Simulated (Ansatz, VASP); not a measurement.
# One calculation of Cu, two programs

```xyz
1
Lattice="-1.3739 1.3739 1.3243 1.3739 -1.3739 1.3243 1.3739 1.3739 -1.3243" Properties=species:S:1:pos:R:3 pbc="T T T"
Cu    0.0000    0.0000    0.0000
```

Alike in both runs: task single point; functional LDA; k mesh 22 × 22 × 22; occupations gaussian, width 0.15 eV; no spin polarisation.

```csv
,VASP,Ansatz
version,VASP 6.6.1,Ansatz 0.2.0
potentials or method,"VASP PAW LDA potentials, release 64 (Cu), cutoff 520 eV","scalar-relativistic, plane waves, PAW"
valence electrons in the cell,11,19
```

VASP gave:

* gap on the k mesh at the Fermi level (eV): none
* pressure (GPa): 21.5
* traceless stress, the component that is largest in VASP (GPa): -0.09

Question: Which values does Ansatz return?

Answer: gap on the k mesh at the Fermi level (eV): none; pressure (GPa): 20.5; traceless stress, the component that is largest in VASP (GPa): -0.09.

Ansatz warns that its potentials were made for another functional, while VASP's fit it. LDA's correlation is that of Perdew and Zunger in VASP and of Perdew and Wang (1992) in Ansatz. A gap of «none» marks a metal or a gap that the smearing closes. VASP's potentials hold 11 valence electrons a cell and Ansatz's 19, so a difference there can come from the potentials and not from the codes.
